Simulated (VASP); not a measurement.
# AgAu: single point with LDA

Crystal: AgAu.

```
Au Ag
1.0
     4.12936    0.00000    0.00000
     0.00000    3.96206    0.00000
     0.00000    0.00000    3.96206
Au Ag
2 2
Cartesian
  0.0000 0.0000 0.0000
  0.0000 1.9810 1.9810
  2.0647 0.0000 1.9810
  2.0647 1.9810 0.0000
```

```json
{
 "Program": "VASP 6.6.1",
 "Task": "single point",
 "Functional": "LDA",
 "Potentials or basis": "VASP PAW LDA potentials, release 64 (Au, Ag)",
 "Cutoff": "520 eV",
 "k mesh": "4 × 4 × 4",
 "Occupations": "fermi-dirac, width 0.1 eV",
 "Spin": "no spin polarisation"
}
```

```json
{"Pressure": "0.4 GPa", "Band gap on the k mesh": "zero (bands 22 and 23 overlap by 1.65 eV)"}
```

Stress tensor (GPa, compression positive):
```
0.35 0.00 0.00
0.00 0.48 0.00
0.00 0.00 0.48
```

Levels at points of the mesh, in eV from the Fermi level:
```
           k point  band 18  band 19  band 20  band 21  band 22  band 23  band 24  band 25  band 26  band 27
(0.00, 0.00, 0.00)    -2.28    -2.15    -2.15    -1.45     0.74     1.46     1.46     6.00     6.16     8.36
(0.50, 0.00, 0.00)    -3.41    -3.29    -2.55    -2.53    -1.45     5.63     5.78     5.78     6.78     6.78
(0.00, 0.50, 0.00)    -3.58    -3.11    -3.11    -2.24    -2.24     5.92     5.92     6.03     6.03     6.70
(0.50, 0.50, 0.00)    -3.63    -3.56    -3.56    -0.97    -0.97    -0.02    -0.02     9.24     9.24     9.91
(0.00, 0.50, 0.50)    -3.74    -3.16    -3.16    -0.44    -0.44     0.11     0.11     8.66     8.66     8.83
(0.50, 0.50, 0.50)    -2.38    -2.13    -2.13    -0.93    -0.93    -0.77    -0.77     2.75     2.75     4.65
```

Wall time 39 s on 1 thread of Intel Xeon 8259CL, on a shared host, peak memory 0.17 GiB.

Caveat: the k points lie up to 0.40 Å⁻¹ apart, too coarse for converged energies and pressures of a metal; spin-orbit coupling is left out, which moves the levels of the heavy elements.
